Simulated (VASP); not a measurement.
# Zn3AsN (Pm-3m) in VASP: a series of runs

Runs on Zn3AsN. Level: PBE. Tasks: single point, relaxation of cell and atoms.

Program: VASP 6.6.1. These are calculated values, not measurements. Logs are shortened: lines on timing, memory, paths and dates and some standing lists are left out, and cuts for length are marked.

## Step 1: The cell of the first run

The structure is cubic, space group Pm-3m (No. 221). The conventional cell has a = 4.173 Å, b = 4.173 Å, c = 4.173 Å, α = 90.00°, β = 90.00°, γ = 90.00°. Within 2.8 Å of Zn (site symmetry 4/mmm) lie 2 N at 2.09 Å. Within 3.9 Å of As (site symmetry m-3m) lie 12 Zn at 2.95 Å and 8 N at 3.61 Å. Within 2.8 Å of N (site symmetry m-3m) lie 6 Zn at 2.09 Å.

## Step 2: Single point, PBE

Contents of INCAR:

```
  PREC = Accurate
  ENCUT = 520
  EDIFF = 1E-7
  ISMEAR = -1
  SIGMA = 0.15
  LREAL = False
  LASPH = True
  NELM = 60
  ALGO = Normal
  ISIF = 2
  LWAVE = False
  LCHARG = True
  GGA = PE
  LELF = True
  LVHAR = True
  NBANDS = 31
```

Contents of KPOINTS:

```
regular mesh
0
Gamma
  8 8 8
```

Contents of POSCAR:

```
Zn3AsN
1.0
    4.1734074250      0.0000000000      0.0000000000
    0.0000000000      4.1734074250      0.0000000000
    0.0000000000      0.0000000000      4.1734074250
Zn As N
3 1 1
Direct
    0.0000000000      0.5000000000      0.5000000000
    0.5000000000      0.0000000000      0.5000000000
    0.5000000000      0.5000000000      0.0000000000
    0.0000000000      0.0000000000      0.0000000000
    0.5000000000      0.5000000000      0.5000000000
```

Potentials or basis: VASP PAW PBE potentials, release 64 (Zn, As, N).

Launch:

```console
$ cat potpaw_PBE.64/Zn/POTCAR potpaw_PBE.64/As/POTCAR potpaw_PBE.64/N/POTCAR > POTCAR
$ mpirun -np 1 vasp_std > vasp.out
```

OUTCAR:

```text
PREC = Accurate
   ENCUT = 520
   EDIFF = 1E-7
   ISMEAR = -1
   LREAL = False
   LASPH = True
   NELM = 60
   ISIF = 2
   GGA = PE

 ion  position               nearest neighbor table
   1  0.000  0.500  0.500-   5 2.09   5 2.09   4 2.95   2 2.95   3 2.95   4 2.95   2 2.95   4 2.95
                             4 2.95   2 2.95   3 2.95   3 2.95   3 2.95   2 2.95
   2  0.500  0.000  0.500-   5 2.09   5 2.09   4 2.95   1 2.95   3 2.95   4 2.95   1 2.95   3 2.95
                             3 2.95   3 2.95   1 2.95   4 2.95   4 2.95   1 2.95
   3  0.500  0.500  0.000-   5 2.09   5 2.09   4 2.95   1 2.95   1 2.95   2 2.95   2 2.95   2 2.95
                             4 2.95   2 2.95   1 2.95   4 2.95   1 2.95   4 2.95
   4  0.000  0.000  0.000-   1 2.95   2 2.95   3 2.95   1 2.95   2 2.95   1 2.95   3 2.95   1 2.95
                             2 2.95   3 2.95   2 2.95   3 2.95
   5  0.500  0.500  0.500-   1 2.09   2 2.09   3 2.09   3 2.09   2 2.09   1 2.09

  LATTYP: Found a simple cubic cell.
 ALAT       =     4.1734074250

  Lattice vectors:

 A1 = (   4.1734074250,   0.0000000000,   0.0000000000)
 A2 = (   0.0000000000,   4.1734074250,   0.0000000000)
 A3 = (   0.0000000000,   0.0000000000,   4.1734074250)

Analysis of symmetry for initial positions (statically):
=====================================================================
 Subroutine PRICEL returns:
 Original cell was already a primitive cell.

 Routine SETGRP: Setting up the symmetry group for a
 simple cubic supercell.

 Subroutine GETGRP returns: Found 48 space group operations
 (whereof 48 operations were pure point group operations)
 out of a pool of 48 trial point group operations.

The static configuration has the point symmetry O_h .

Analysis of symmetry for dynamics (positions and initial velocities):
=====================================================================
 Subroutine PRICEL returns:
 Original cell was already a primitive cell.

 Routine SETGRP: Setting up the symmetry group for a
 simple cubic supercell.

 Subroutine GETGRP returns: Found 48 space group operations
 (whereof 48 operations were pure point group operations)
 out of a pool of 48 trial point group operations.

The dynamic configuration has the point symmetry O_h .

 Subroutine INISYM returns: Found 48 space group operations
 (whereof 48 operations are pure point group operations),
 and found     1 'primitive' translations

----------------------------------------------------------------------------------------

                                     Primitive cell

  volume of cell :      72.6896

  direct lattice vectors                    reciprocal lattice vectors
     4.173407425  0.000000000  0.000000000     0.239612359  0.000000000  0.000000000
     0.000000000  4.173407425  0.000000000     0.000000000  0.239612359  0.000000000
     0.000000000  0.000000000  4.173407425     0.000000000  0.000000000  0.239612359

  length of vectors
     4.173407425  4.173407425  4.173407425     0.239612359  0.239612359  0.239612359

  position of ions in fractional coordinates (direct lattice)
     0.000000000  0.500000000  0.500000000
     0.500000000  0.000000000  0.500000000
     0.500000000  0.500000000  0.000000000
     0.000000000  0.000000000  0.000000000
     0.500000000  0.500000000  0.500000000

  ion indices of the primitive-cell ions
   primitive index   ion index
                 1           1
                 2           2
                 3           3
                 4           4
                 5           5

----------------------------------------------------------------------------------------

 KPOINTS: regular mesh

Automatic generation of k-mesh.
 Grid dimensions read from file:
 generate k-points for:    8    8    8

 Generating k-lattice:

  Cartesian coordinates                     Fractional coordinates (reciprocal lattice)
     0.029951545  0.000000000  0.000000000     0.125000000  0.000000000  0.000000000
     0.000000000  0.029951545  0.000000000     0.000000000  0.125000000  0.000000000
     0.000000000  0.000000000  0.029951545     0.000000000  0.000000000  0.125000000

  Length of vectors
     0.029951545  0.029951545  0.029951545

  Shift w.r.t. Gamma in fractional coordinates (k-lattice)
     0.000000000  0.000000000  0.000000000

 Subroutine IBZKPT returns following result:
 ===========================================

 Found     35 irreducible k-points:

 Following reciprocal coordinates:
            Coordinates               Weight
  0.000000  0.000000  0.000000      1.000000
  0.125000  0.000000  0.000000      6.000000
  0.250000  0.000000  0.000000      6.000000
  0.375000  0.000000  0.000000      6.000000
  0.500000  0.000000  0.000000      3.000000
  0.125000  0.125000  0.000000     12.000000
[... 16 lines left out ...]
  0.375000  0.375000  0.125000     24.000000
  0.500000  0.375000  0.125000     24.000000
 [... further k-points ...]
   k-points           NKPTS =     35   k-points in BZ     NKDIM =     35   number of bands    NBANDS=     31
   number of dos      NEDOS =    301   number of ions     NIONS =      5
   total plane-waves  NPLWV =  32768
   dimension x,y,z NGX =    32 NGY =   32 NGZ =   32
   dimension x,y,z NGXF=    64 NGYF=   64 NGZF=   64
   ions per type =               3   1   1
   NGX,Y,Z   is equivalent  to a cutoff of  12.75, 12.75, 12.75 a.u.
   NGXF,Y,Z  is equivalent  to a cutoff of  25.49, 25.49, 25.49 a.u.
 SYSTEM =  unknown system
   PREC   = accura    normal or accurate (medium, high low for compatibility)
   ISTART =      0    job   : 0-new  1-cont  2-samecut
   ICHARG =      2    charge: 1-file 2-atom 10-const
   ISPIN  =      1    spin polarized calculation?
   LNONCOLLINEAR =      F non collinear calculations
   LSORBIT =      F    spin-orbit coupling
   LASPH  =      T    aspherical Exc in radial PAW
   ENCUT  =  520.0 eV  38.22 Ry    6.18 a.u.   7.76  7.76  7.76*2*pi/ulx,y,z
   NELM   =     60;   NELMIN=  2; NELMDL= -5     # of ELM steps
   EDIFF  = 0.1E-06   stopping-criterion for ELM
   LREAL  =      F    real-space projection
   EDIFFG = 0.1E-05   stopping-criterion for IOM
   NSW    =      0    number of steps for IOM
   IBRION =     -1    ionic relax: 0-MD 1-quasi-New 2-CG
   NFREE  =      0    steps in history (QN), initial steepest desc. (CG)
   ISIF   =      2    stress and relaxation
   ISYM   =      2    0-nonsym 1-usesym 2-fastsym
   POTIM  = 0.5000    time-step for ionic-motion
   TEBEG  =    0.0;   TEEND  =   0.0 temperature during run
   PSTRESS=    0.0 pullay stress
   NELECT =      46.0000    total number of electrons
   NUPDOWN=      -1.0000    fix difference up-down
   EMIN   =  10.00;   EMAX   =-10.00  energy-range for DOS
   EFERMI =   0.00;   METHOD = LEGACY
   ISMEAR =    -1;   SIGMA  =   0.15  broadening in eV -4-tet -1-fermi 0-gaus
   EFERMI_NEDOS =   21; number of points for ismear=-14 and -15
   IALGO  =     38    algorithm
   IMIX   =      4    mixing-type and parameters
     AMIX     =   0.40;   BMIX     =  1.00
     AMIX_MAG =   1.60;   BMIX_MAG =  1.00
  volume/ion in A,a.u.               =      14.54        98.11
  Fermi-wavevector in a.u.,A,eV,Ry     =   1.405519  2.656045 26.878079  1.975483
  Thomas-Fermi vector in A             =   2.527972
   LORBIT       =      0    0 simple, 1 ext, 2 COOP (PROOUT), +10 PAW based schemes
   GGA     = PE    functional components
   LHFCALC =     F    Hartree Fock is set to
   AEXX    =    0.0000 exact exchange contribution
   IVDW    =     0    specifies the selected vdW correction
   LEPSILON=     F    determine dielectric tensor
   LRPA    =     F    only Hartree local field effects (RPA)
 non-spin polarized calculation
  energy-cutoff  :      520.00
  volume of cell :       72.69
 maximum number of plane-waves:      1980
 NGX is ok and might be reduce to    32
   NGX = 15   NGY = 15   NGZ = 15

 number of electron      45.9999922 magnetization

 Free energy of the ion-electron system (eV)
  ---------------------------------------------------
  ext. energy  EPLUGINS =         0.00000000
  ---------------------------------------------------
  free energy    TOTEN  =       -15.22976411 eV

  energy without entropy =      -15.16991104  energy(sigma->0) =      -15.19983757

 E-fermi :   4.0418     XC(G=0): -11.2760

 val. band max:        3.9803576184   @ k =   0.5000   0.3750   0.0000
 cond. band min:       4.1177850677   @ k =   0.5000   0.3750   0.0000
 fundamental gap:      0.1374274493
 Fermi energy:         4.0418251656

 k-point     1 :       0.0000    0.0000    0.0000
  band No.  band energies     occupation
      1     -11.9434      2.00000
      2      -7.1973      2.00000
      3      -3.6187      2.00000
      4      -3.6187      2.00000
      5      -3.6187      2.00000
      6      -3.5375      2.00000
[... 23 lines left out ...]
     30      12.8041      0.00000
     31      12.8041      0.00000

 k-point     2 :       0.1250    0.0000    0.0000
  band No.  band energies     occupation
      1     -11.8936      2.00000
      2      -7.1599      2.00000
      3      -3.6118      2.00000
      4      -3.6118      2.00000
      5      -3.6094      2.00000
      6      -3.5423      2.00000
[... 23 lines left out ...]
     30      12.3937      0.00000
     31      12.4049      0.00000

 k-point     3 :       0.2500    0.0000    0.0000
  band No.  band energies     occupation
      1     -11.7666      2.00000
      2      -7.0767      2.00000
      3      -3.6057      2.00000
      4      -3.5879      2.00000
      5      -3.5879      2.00000
      6      -3.5852      2.00000
[... 23 lines left out ...]
     30      11.7419      0.00000
     31      11.9262      0.00000

 k-point     4 :       0.3750    0.0000    0.0000
  band No.  band energies     occupation
      1     -11.6284      2.00000
      2      -7.0143      2.00000
      3      -3.9024      2.00000
      4      -3.6423      2.00000
      5      -3.5579      2.00000
      6      -3.5392      2.00000
[... 23 lines left out ...]
     30      11.3953      0.00000
     31      11.4861      0.00000

 k-point     5 :       0.5000    0.0000    0.0000
  band No.  band energies     occupation
      1     -11.5673      2.00000
      2      -6.9993      2.00000
      3      -3.9870      2.00000
      4      -3.7389      2.00000
      5      -3.5454      2.00000
      6      -3.4645      2.00000
[... 23 lines left out ...]
     30      11.3024      0.00000
     31      11.3024      0.00000
[... 542 lines left out ...]
     30      10.7857      0.00000
     31      11.7383      0.00000

 k-point    22 :       0.5000    0.2500    0.1250
  band No.  band energies     occupation
      1     -11.3682      2.00000
      2      -6.6578      2.00000
      3      -4.2894      2.00000
      4      -4.0017      2.00000
      5      -3.7872      2.00000
      6      -3.5141      2.00000
[... 23 lines left out ...]
     30      11.4642      0.00000
     31      11.7302      0.00000

 k-point    23 :       0.3750    0.3750    0.1250
  band No.  band energies     occupation
      1     -11.3025      2.00000
      2      -6.5144      2.00000
      3      -4.3545      2.00000
      4      -4.2690      2.00000
      5      -3.8329      2.00000
      6      -3.4740      2.00000
[... 23 lines left out ...]
     30      11.2386      0.00000
     31      12.2695      0.00000

 k-point    24 :       0.5000    0.3750    0.1250
  band No.  band energies     occupation
      1     -11.2490      2.00000
      2      -6.4266      2.00000
      3      -4.4613      2.00000
      4      -4.3785      2.00000
      5      -3.8554      2.00000
      6      -3.4588      2.00000
[... 23 lines left out ...]
     30      11.9727      0.00000
     31      12.5085      0.00000

 [... further k-points ...]
[... 5 lines left out ...]
  --------------------------------------------------------------------------------------
  -------------------------------------------------------------------------------------
  Total        0.2308969      0.2308969      0.2308969     -0.0000000      0.0000000      0.0000000
  in kB        5.0892797      5.0892797      5.0892797     -0.0000000      0.0000000      0.0000000
  external PRESSURE =       5.0892797 kB  Pullay stress =       0.0000000 kB

 VOLUME and BASIS-vectors are now :
 -----------------------------------------------------------------------------
  energy-cutoff  :      520.00
  volume of cell :       72.69
      direct lattice vectors                 reciprocal lattice vectors
     4.173407425  0.000000000  0.000000000     0.239612359  0.000000000  0.000000000
     0.000000000  4.173407425  0.000000000     0.000000000  0.239612359  0.000000000
     0.000000000  0.000000000  4.173407425     0.000000000  0.000000000  0.239612359

 POSITION                                       TOTAL-FORCE (eV/Angst)
 -----------------------------------------------------------------------------------
      0.00000      2.08670      2.08670         0.000000      0.000000      0.000000
      2.08670      0.00000      2.08670         0.000000      0.000000      0.000000
      2.08670      2.08670      0.00000         0.000000      0.000000      0.000000
      0.00000      0.00000      0.00000         0.000000      0.000000      0.000000
      2.08670      2.08670      2.08670         0.000000      0.000000      0.000000
 -----------------------------------------------------------------------------------
    total drift:                                0.000000     -0.000000     -0.000000

  FREE ENERGIE OF THE ION-ELECTRON SYSTEM (eV)
  ---------------------------------------------------
  free  energy   TOTEN  =       -15.2297641068 eV

  energy  without entropy=      -15.1699110388  energy(sigma->0) =      -15.19983757
```

Wall time 63 s (1 thread of Intel Xeon Platinum 8488C (Sapphire Rapids), shared host); peak memory 0.21 GiB.

Results:

* Free energy: -15.2298 eV
* Pressure: 0.5 GPa
* Band gap on the k mesh: zero (band 23 reaches 3.98 eV, above the bottom of band 24 at 3.65 eV)

Levels at points of the mesh, in eV from the Fermi level:
| k point | band 20 | band 21 | band 22 | band 23 | band 24 | band 25 | band 26 | band 27 |
| --- | --- | --- | --- | --- | --- | --- | --- | --- |
| (0.00, 0.00, 0.00) | -5.11 | -0.73 | -0.73 | -0.73 | -0.40 | 0.14 | 0.14 | 7.12 |
| (0.50, 0.00, 0.00) | -4.05 | -4.04 | -0.91 | -0.91 | 1.45 | 2.66 | 3.28 | 4.64 |
| (0.50, 0.50, 0.00) | -3.43 | -0.91 | -0.69 | -0.69 | 0.16 | 1.26 | 3.46 | 3.46 |
| (0.50, 0.50, 0.50) | -4.37 | -4.14 | -4.14 | -4.14 | 3.51 | 3.51 | 3.51 | 6.11 |

## Step 3: Relaxation of cell and atoms, PBE

Contents of INCAR:

```
PREC = Accurate
ENCUT = 600
EDIFF = 1E-6
ISMEAR = -1
SIGMA = 0.15
LREAL = F
LASPH = T
NELM = 80
ALGO = Normal
ISIF = 3
LWAVE = F
LCHARG = F
GGA = PE
IBRION = 2
NSW = 80
EDIFFG = -0.001
```

Contents of KPOINTS:

```
Automatic mesh
0
Gamma
  8 8 8
```

POSCAR: that of step 2 with these lines changed.

```diff
@@ -2,5 +2,5 @@
 1.0
-    4.1734074250      0.0000000000      0.0000000000
-    0.0000000000      4.1734074250      0.0000000000
-    0.0000000000      0.0000000000      4.1734074250
+    4.1711730501      0.0000000000      0.0000000000
+    0.0000000000      4.1711730501      0.0000000000
+    0.0000000000      0.0000000000      4.1711730501
 Zn As N
```

Potentials or basis: VASP PAW PBE potentials, release 64 (Zn, As, N).

Launch:

```console
$ cat potpaw_PBE.64/Zn/POTCAR potpaw_PBE.64/As/POTCAR potpaw_PBE.64/N/POTCAR > POTCAR
$ mpirun -np 1 vasp_std > vasp.out
```

It took 3.1 min on 1 thread of Intel Xeon Platinum 8488C (Sapphire Rapids), shared host; peak memory 0.27 GiB.

The run converged. Its results:

| Item | Value |
| --- | --- |
| Free energy | -15.2315 eV |
| Relaxed volume | 14.60 Å³/atom |
| Relaxed cell | a = 4.179 Å, b = 4.179 Å, c = 4.179 Å, α = 90.00°, β = 90.00°, γ = 90.00° |
| Space group after relaxing (to 0.05 Å) | Pm-3m (No. 221) |
| Energy gained by relaxing | 0.2 meV/atom |
| Ionic steps | 6 |
| Pressure after relaxing | 0.0 GPa |
| Band gap on the k mesh | zero (band 23 reaches 3.94 eV, above the bottom of band 24 at 3.58 eV) |

The path:
| step | energy change (eV) | largest force (eV/Å) | pressure (GPa) | volume (Å³) |
| --- | --- | --- | --- | --- |
| 1 | 0.0000 | 0.0000 | 0.59 | 72.57 |
| 2 | -0.0007 | 0.0000 | -0.12 | 73.14 |
| 3 | -0.0008 | 0.0000 | -0.01 | 73.01 |
| 4 | -0.0008 | 0.0000 | 0.04 | 73.00 |
| 5 | -0.0008 | 0.0000 | -0.02 | 73.00 |
| 6 | -0.0008 | 0.0000 | 0.00 | 73.00 |

Final structure:
```xyz
5
Lattice="4.1793 0.0000 0.0000 0.0000 4.1793 0.0000 0.0000 0.0000 4.1793" Properties=species:S:1:pos:R:3 pbc="T T T"
Zn    0.0000    2.0896    2.0896
Zn    2.0896    0.0000    2.0896
Zn    2.0896    2.0896    0.0000
As    0.0000    0.0000    0.0000
N     2.0896    2.0896    2.0896
```

Levels at points of the mesh, in eV from the Fermi level:
```csv
k point,band 21,band 22,band 23,band 24,band 25,band 26
"(0.00, 0.00, 0.00)",-0.72,-0.72,-0.72,-0.42,0.13,0.13
"(0.50, 0.00, 0.00)",-4.03,-0.90,-0.90,1.44,2.67,3.26
"(0.50, 0.50, 0.00)",-0.92,-0.68,-0.68,0.16,1.26,3.46
"(0.50, 0.50, 0.50)",-4.11,-4.11,-4.11,3.50,3.50,3.50
```
